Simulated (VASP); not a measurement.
## TiB2: relaxation of cell and atoms with BLYP+D3(BJ)

The system is TiB2.

```
CELL_PARAMETERS angstrom
3.02920 0.00000 0.00000
-1.51460 2.62336 0.00000
0.00000 0.00000 3.22840
ATOMIC_POSITIONS crystal
Ti 0.00000 0.00000 0.00000
B 0.66667 0.33333 0.50000
B 0.33333 0.66667 0.50000
```

```json
{"Program": "VASP 6.6.1", "Task": "relaxation of cell and atoms", "Functional": "BLYP", "Dispersion": "D3(BJ)", "Potentials or basis": "VASP PAW PBE potentials, release 64 (Ti_sv, B)", "Cutoff": "600 eV", "k mesh": "10 × 10 × 8", "Occupations": "fermi-dirac, width 0.05 eV", "Spin": "no spin polarisation", "Dipole correction": "no", "Further INCAR settings": "ALGO = Normal; EDIFF = 1e-06; IBRION = 2; EDIFFG = -0.01; NSW = 60; ISIF = 3"}
```

- Relaxed volume: 8.19 Å³/atom
- Relaxed cell: a = 2.979 Å, b = 2.979 Å, c = 3.197 Å, α = 90.00°, β = 90.00°, γ = 120.00°
- Space group after relaxing (to 0.05 Å): P6/mmm (No. 191)
- Energy gained by relaxing: 13.7 meV/atom
- Ionic steps: 3
- Pressure after relaxing: 0.0 GPa
- Band gap on the k mesh: zero (band 9 reaches 11.27 eV, above the bottom of band 10 at 10.78 eV)
- Dispersion energy per atom: -0.977 eV

Stress tensor (GPa, compression positive):
```
-0.13  0.00  0.00
 0.00 -0.13  0.00
 0.00  0.00  0.12
```

The path:
```
step  energy change (eV)  largest force (eV/Å)  pressure (GPa)  volume (Å³)
   1              0.0000                0.0000          -11.05        25.66
   2              0.0009                0.0000           12.91        23.53
   3             -0.0412                0.0000           -0.05        24.57
```

Final structure:
```cif
data_structure
_symmetry_space_group_name_H-M 'P 1'
_symmetry_Int_Tables_number 1
_cell_length_a 2.9789
_cell_length_b 2.9789
_cell_length_c 3.1968
_cell_angle_alpha 90.000
_cell_angle_beta 90.000
_cell_angle_gamma 120.000
_cell_volume 24.57
loop_
_atom_site_label
_atom_site_type_symbol
_atom_site_fract_x
_atom_site_fract_y
_atom_site_fract_z
_atom_site_occupancy
Ti1 Ti 0.00000 0.00000 0.00000 1
B1 B 0.66667 0.33333 0.50000 1
B2 B 0.33333 0.66667 0.50000 1
```

Levels at points of the mesh, in eV from the Fermi level:
```csv
k point,band 7,band 8,band 9,band 10,band 11,band 12
"(0.00, 0.00, 0.00)",-2.62,-2.31,-2.04,1.98,1.98,3.71
"(0.50, 0.00, 0.00)",-3.33,-3.27,-2.20,1.40,2.86,3.35
"(0.00, 0.00, 0.50)",-0.57,-0.57,-0.07,-0.07,0.48,0.48
"(0.50, 0.00, 0.50)",-4.71,-3.79,-2.91,2.55,3.03,4.63
```

It took 2.1 min on 1 thread of Intel(R) Xeon(R) Platinum 8259CL CPU @ 2.50GHz (Skylake/Cascade Lake) (shared host), peak memory 0.18 GiB.

Caveat: the PAW data sets were made with another functional, which shifts forces and pressure a little; pairwise dispersion overbinds metals, which lowers pressure and volume.
